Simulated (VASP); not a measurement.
# SiC (zincblende type) (F-43m) in VASP: a series of runs

Runs on SiC (zincblende type). Level: PBE. Tasks: single point.

Everything below comes from runs of VASP 6.6.1. Logs are shortened: lines on timing, memory, paths and dates and some standing lists are left out, and cuts for length are marked.

## Step 1: The cell of the first run

It takes space group F-43m (No. 216, cubic). Conventional cell: a = 4.380 Å, b = 4.380 Å, c = 4.380 Å, α = 90.00°, β = 90.00°, γ = 90.00°. Within 2.5 Å of Si (site symmetry -43m) lie 4 C at 1.90 Å. Within 2.5 Å of C (site symmetry -43m) lie 4 Si at 1.90 Å.

## Step 2: Single point, PBE

The input, INCAR:

```
SYSTEM = SiC
ALGO = Normal ; EDIFF = 1E-6
ENCUT = 520 ; GGA = PE
ISIF = 2 ; ISMEAR = -1
LASPH = .TRUE. ; LCHARG = .FALSE.
LREAL = .FALSE. ; LWAVE = .FALSE.
NBANDS = 16 ; NELM = 60
PREC = Accurate ; SIGMA = 0.02
```

The input, KPOINTS:

```
k-points
0
G
  8 6 8
  0 0 0
```

The input, POSCAR:

```
SiC
1.0
   -2.1898574504      2.1898574504      0.0000000000
    0.0000000000      0.0000000000      4.3797149007
    2.1898574504      2.1898574504      0.0000000000
Si C
2 2
Direct
    0.0000000000      0.0000000000      0.0000000000
    0.5000000000      0.5000000000      0.5000000000
    0.0000000000      0.2500000000      0.5000000000
    0.5000000000      0.7500000000      0.0000000000
```

Potentials or basis: VASP PAW PBE potentials, release 64 (Si, C).

Launch:

```sh
$ cat potpaw_PBE.64/Si/POTCAR potpaw_PBE.64/C/POTCAR > POTCAR
$ mpirun -np 1 vasp_std > vasp.out
```

OUTCAR:

```text
SYSTEM = SiC
   EDIFF = 1E-6
   ENCUT = 520
   GGA = PE
   ISIF = 2
   ISMEAR = -1
   LASPH = .TRUE.
   LREAL = .FALSE.
   NELM = 60
   PREC = Accurate

 ion  position               nearest neighbor table
   1  0.000  0.000  0.000-   3 1.90   4 1.90   3 1.90   4 1.90   2 3.10   2 3.10   2 3.10   2 3.10
                             2 3.10   2 3.10   2 3.10   2 3.10
   2  0.500  0.500  0.500-   3 1.90   4 1.90   4 1.90   3 1.90   1 3.10   1 3.10   1 3.10   1 3.10
                             1 3.10   1 3.10   1 3.10   1 3.10
   3  0.000  0.250  0.500-   1 1.90   2 1.90   1 1.90   2 1.90
   4  0.500  0.750  0.000-   1 1.90   2 1.90   2 1.90   1 1.90

  LATTYP: Found a simple tetragonal cell.
 ALAT       =     3.0969261060
 C/A-ratio  =     1.4142135623

  Lattice vectors:

 A1 = (   2.1898574504,  -2.1898574504,   0.0000000000)
 A2 = (   2.1898574504,   2.1898574504,   0.0000000000)
 A3 = (   0.0000000000,   0.0000000000,   4.3797149007)

Analysis of symmetry for initial positions (statically):
=====================================================================
 Subroutine PRICEL returns following result:

  LATTYP: Found a face centered cubic cell.
 ALAT       =     4.3797149008

  Lattice vectors:

 A1 = (   2.1898574504,   0.0000000000,   2.1898574504)
 A2 = (   2.1898574504,   2.1898574504,   0.0000000000)
 A3 = (   0.0000000000,   2.1898574504,   2.1898574503)

   2 primitive cells build up your supercell.

 Routine SETGRP: Setting up the symmetry group for a
 simple tetragonal supercell.

 Subroutine GETGRP returns: Found  8 space group operations
 (whereof  8 operations were pure point group operations)
 out of a pool of 16 trial point group operations.

The static configuration has the point symmetry D_2d.

Analysis of symmetry for dynamics (positions and initial velocities):
=====================================================================
 Subroutine PRICEL returns following result:

  LATTYP: Found a face centered cubic cell.
 ALAT       =     4.3797149008

  Lattice vectors:

 A1 = (   2.1898574504,   0.0000000000,   2.1898574504)
 A2 = (   2.1898574504,   2.1898574504,   0.0000000000)
 A3 = (   0.0000000000,   2.1898574504,   2.1898574503)

   2 primitive cells build up your supercell.

 Routine SETGRP: Setting up the symmetry group for a
 simple tetragonal supercell.

 Subroutine GETGRP returns: Found  8 space group operations
 (whereof  8 operations were pure point group operations)
[... 97 lines left out ...]
   LNONCOLLINEAR =      F non collinear calculations
   LSORBIT =      F    spin-orbit coupling
   LASPH  =      T    aspherical Exc in radial PAW
   ENCUT  =  520.0 eV  38.22 Ry    6.18 a.u.   5.76  8.14  5.76*2*pi/ulx,y,z
   NELM   =     60;   NELMIN=  2; NELMDL= -5     # of ELM steps
   EDIFF  = 0.1E-05   stopping-criterion for ELM
   LREAL  =      F    real-space projection
   EDIFFG = 0.1E-04   stopping-criterion for IOM
   NSW    =      0    number of steps for IOM
   IBRION =     -1    ionic relax: 0-MD 1-quasi-New 2-CG
   NFREE  =      0    steps in history (QN), initial steepest desc. (CG)
   ISIF   =      2    stress and relaxation
   ISYM   =      2    0-nonsym 1-usesym 2-fastsym
   POTIM  = 0.5000    time-step for ionic-motion
   TEBEG  =    0.0;   TEEND  =   0.0 temperature during run
   PSTRESS=    0.0 pullay stress
   NELECT =      16.0000    total number of electrons
   NUPDOWN=      -1.0000    fix difference up-down
   EMIN   =  10.00;   EMAX   =-10.00  energy-range for DOS
   EFERMI =   0.00;   METHOD = LEGACY
   ISMEAR =    -1;   SIGMA  =   0.02  broadening in eV -4-tet -1-fermi 0-gaus
   EFERMI_NEDOS =   21; number of points for ismear=-14 and -15
   IALGO  =     38    algorithm
   IMIX   =      4    mixing-type and parameters
     AMIX     =   0.40;   BMIX     =  1.00
     AMIX_MAG =   1.60;   BMIX_MAG =  1.00
  volume/ion in A,a.u.               =      10.50        70.87
  Fermi-wavevector in a.u.,A,eV,Ry     =   1.186713  2.242562 19.160914  1.408287
  Thomas-Fermi vector in A             =   2.322880
   LORBIT       =      0    0 simple, 1 ext, 2 COOP (PROOUT), +10 PAW based schemes
   GGA     = PE    functional components
   LHFCALC =     F    Hartree Fock is set to
   AEXX    =    0.0000 exact exchange contribution
   IVDW    =     0    specifies the selected vdW correction
   LEPSILON=     F    determine dielectric tensor
   LRPA    =     F    only Hartree local field effects (RPA)
 non-spin polarized calculation
  energy-cutoff  :      520.00
  volume of cell :       42.01
 maximum number of plane-waves:      1176
 NGX is ok and might be reduce to    24

 number of electron      15.9999997 magnetization

 Free energy of the ion-electron system (eV)
  ---------------------------------------------------
  ext. energy  EPLUGINS =         0.00000000
  ---------------------------------------------------
  free energy    TOTEN  =       -30.12117043 eV

  energy without entropy =      -30.12117043  energy(sigma->0) =      -30.12117043

 E-fermi :   8.4268     XC(G=0): -11.2911

 val. band max:        7.9407295149   @ k =   0.0000   0.0000   0.0000
 cond. band min:       9.3111509610   @ k =   0.0000   0.0000   0.0000
 fundamental gap:      1.3704214461
 Fermi energy:         8.4267831142

 k-point     1 :       0.0000    0.0000    0.0000
  band No.  band energies     occupation
      1      -7.3461      2.00000
      2      -2.3988      2.00000
      3       0.1926      2.00000
      4       4.7846      2.00000
      5       4.7846      2.00000
      6       7.9407      2.00000
[... 433 lines left out ...]
      3       2.0400      2.00000
      4       2.0400      2.00000
      5       3.7812      2.00000
      6       3.7812      2.00000
[... 8 lines left out ...]
     15      18.8484      0.00000
     16      18.8484      0.00000

 [... further k-points ...]
[... 5 lines left out ...]
  --------------------------------------------------------------------------------------
  -------------------------------------------------------------------------------------
  Total       -0.0101810     -0.0101810     -0.0170700      0.0000000      0.0000000      0.0000000
  in kB       -0.3883247     -0.3883247     -0.6510815      0.0000000      0.0000000      0.0000000
  external PRESSURE =      -0.4759103 kB  Pullay stress =       0.0000000 kB

 VOLUME and BASIS-vectors are now :
 -----------------------------------------------------------------------------
  energy-cutoff  :      520.00
  volume of cell :       42.01
      direct lattice vectors                 reciprocal lattice vectors
    -2.189857450  2.189857450  0.000000000    -0.228325364  0.228325364  0.000000000
     0.000000000  0.000000000  4.379714901     0.000000000  0.000000000  0.228325364
     2.189857450  2.189857450  0.000000000     0.228325364  0.228325364  0.000000000

 POSITION                                       TOTAL-FORCE (eV/Angst)
 -----------------------------------------------------------------------------------
      0.00000      0.00000      0.00000        -0.000000      0.000000      0.000000
      0.00000      2.18986      2.18986        -0.000000      0.000000      0.000000
      1.09493      1.09493      1.09493         0.000000     -0.000000     -0.000000
     -1.09493      1.09493      3.28479         0.000000     -0.000000     -0.000000
 -----------------------------------------------------------------------------------
    total drift:                               -0.000000     -0.000000      0.000000

  FREE ENERGIE OF THE ION-ELECTRON SYSTEM (eV)
  ---------------------------------------------------
  free  energy   TOTEN  =       -30.1211704273 eV

  energy  without entropy=      -30.1211704273  energy(sigma->0) =      -30.12117043
```

OSZICAR:

```text
N       E                     dE             d eps       ncg     rms          rms(c)
DAV:   1     0.245245538550E+02    0.24525E+02   -0.71038E+03  1928   0.874E+02
DAV:   2    -0.311838554199E+02   -0.55708E+02   -0.51133E+02  2752   0.157E+02
DAV:   3    -0.337305831835E+02   -0.25467E+01   -0.25368E+01  2456   0.305E+01
DAV:   4    -0.337490199746E+02   -0.18437E-01   -0.18433E-01  2400   0.321E+00
DAV:   5    -0.337491961127E+02   -0.17614E-03   -0.17613E-03  2360   0.297E-01    0.122E+01
DAV:   6    -0.301829055021E+02    0.35663E+01   -0.62751E+00  2424   0.155E+01    0.553E+00
DAV:   7    -0.301395012884E+02    0.43404E-01   -0.12437E+00  2536   0.625E+00    0.247E+00
DAV:   8    -0.301233115041E+02    0.16190E-01   -0.57950E-02  2344   0.152E+00    0.604E-01
DAV:   9    -0.301208585683E+02    0.24529E-02   -0.95635E-03  2432   0.650E-01    0.131E-01
DAV:  10    -0.301211459941E+02   -0.28743E-03   -0.12348E-03  2488   0.206E-01    0.641E-02
DAV:  11    -0.301211683717E+02   -0.22378E-04   -0.10442E-04  2320   0.738E-02    0.171E-02
DAV:  12    -0.301211700216E+02   -0.16499E-05   -0.73208E-06  2152   0.170E-02    0.561E-03
DAV:  13    -0.301211704273E+02   -0.40569E-06   -0.28329E-07  1488   0.363E-03
   1 F= -.30121170E+02 E0= -.30121170E+02  d E =-.314960E-12
```

stdout:

```text
POSCAR found type information on POSCAR SiC
 POSCAR found :  2 types and       4 ions
 scaLAPACK will be used
 LDA part: xc-table for (Slater+PW92), standard interpolation
 POSCAR, INCAR and KPOINTS ok, starting setup
 FFT: planning ... GRIDC
 FFT: planning ... GRID_SOFT
 FFT: planning ... GRID
 WAVECAR not read
 entering main loop
```

It took 35 s on 1 thread of AMD EPYC 7R43 (Zen 3), shared host; peak memory 0.13 GiB.

What came out:

* Free energy: -30.1212 eV
* Pressure: 0.0 GPa
* Band gap on the k mesh: 1.37 eV

A k mesh can miss the band edges. Expect the measured gap to be larger: semilocal functionals such as PBE lack the derivative discontinuity.

## Step 3: Single point, PBE

The input, INCAR:

```
PREC = Accurate
ENCUT = 520
EDIFF = 1E-6
ISMEAR = -1
SIGMA = 0.02
LREAL = False
LASPH = True
NELM = 60
ALGO = Normal
ISIF = 2
LWAVE = False
LCHARG = True
GGA = PE
LELF = True
LVHAR = True
NBANDS = 16
```

The input, KPOINTS:

```
regular mesh
0
Gamma
  8 6 8
```

POSCAR is that of step 2.

Potentials or basis: VASP PAW PBE potentials, release 64 (Si, C).

Launch:

```sh
$ cat potpaw_PBE.64/Si/POTCAR potpaw_PBE.64/C/POTCAR > POTCAR
$ mpirun -np 1 vasp_std > vasp.out
```

Run time: 36 s. Hardware: 1 thread of AMD EPYC 7R43 (Zen 3), shared host; peak memory 0.13 GiB.

It converged, with:

```
Free energy            : -30.1212 eV
Pressure               : 0.0 GPa
Band gap on the k mesh : 1.37 eV
```

Levels at points of the mesh, in eV from the valence-band top:
| k point | band 4 | band 5 | band 6 | band 7 | band 8 | band 9 | band 10 | band 11 | band 12 | band 13 |
| --- | --- | --- | --- | --- | --- | --- | --- | --- | --- | --- |
| (0.00, 0.00, 0.00) | -3.16 | -3.16 | 0.00 | 0.00 | 0.00 | 1.37 | 4.27 | 6.06 | 7.20 | 7.20 |
| (0.50, 0.00, 0.00) | -5.91 | -4.29 | -4.29 | -1.18 | -1.18 | 5.48 | 5.48 | 8.64 | 8.64 | 8.94 |
| (0.00, 0.50, 0.00) | -3.35 | -1.91 | -1.91 | -1.91 | -1.91 | 4.01 | 4.01 | 6.27 | 6.27 | 10.45 |
| (0.50, 0.50, 0.00) | -8.45 | -1.05 | -1.05 | -1.05 | -1.05 | 5.30 | 5.30 | 7.17 | 7.17 | 7.17 |
| (0.50, 0.00, 0.50) | -7.75 | -3.16 | -3.16 | -3.16 | -3.16 | 1.37 | 1.37 | 4.27 | 4.27 | 13.86 |
| (0.50, 0.50, 0.50) | -7.00 | -4.92 | -4.92 | -4.63 | -4.63 | 5.19 | 5.19 | 9.30 | 9.30 | 9.32 |

A k mesh can miss the band edges. Expect the measured gap to be larger: semilocal functionals such as PBE lack the derivative discontinuity.

## Step 4: Single point, PBE

This run uses another cell than the first one: it holds 2 atoms, not 4.

The input, INCAR:

```
SYSTEM = SiC
PREC = Accurate
ENCUT = 600
EDIFF = 1E-6
ISMEAR = -1
SIGMA = 0.02
LREAL = .FALSE.
LASPH = .TRUE.
NELM = 120
ALGO = Normal
ISIF = 2
LWAVE = .FALSE.
LCHARG = .FALSE.
GGA = PE
NBANDS = 11
GGA_COMPAT = .FALSE.
```

The input, KPOINTS:

```
Automatic mesh
0
G
  13 13 13
  0 0 0
```

The input, POSCAR:

```
SiC
1.0
    0.0000000000      2.1898574504      2.1898574504
    2.1898574504      0.0000000000      2.1898574504
    2.1898574504      2.1898574504      0.0000000000
Si C
1 1
Direct
    0.0000000000      0.0000000000      0.0000000000
    0.2500000000      0.2500000000      0.2500000000
```

Launch:

```sh
$ cat potpaw_PBE.64/Si/POTCAR potpaw_PBE.64/C/POTCAR > POTCAR
$ mpirun -np 1 vasp_std > vasp.out
```

Wall time 10 s (1 thread of Intel Xeon 6975P-C (Granite Rapids), shared host); peak memory 0.16 GiB.

The run converged. Its results:

```
Free energy            : -15.0623 eV
Pressure               : -0.2 GPa
Band gap on the k mesh : 1.44 eV, indirect (least direct gap 4.56 eV)
```

Levels at points of the mesh, in eV from the valence-band top:
```
           k point  band 1  band 2  band 3  band 4  band 5  band 6  band 7  band 8  band 9
(0.00, 0.00, 0.00)  -15.29    0.00    0.00    0.00    6.06    7.21    7.21    7.21   14.42
```

A k mesh can miss the band edges.
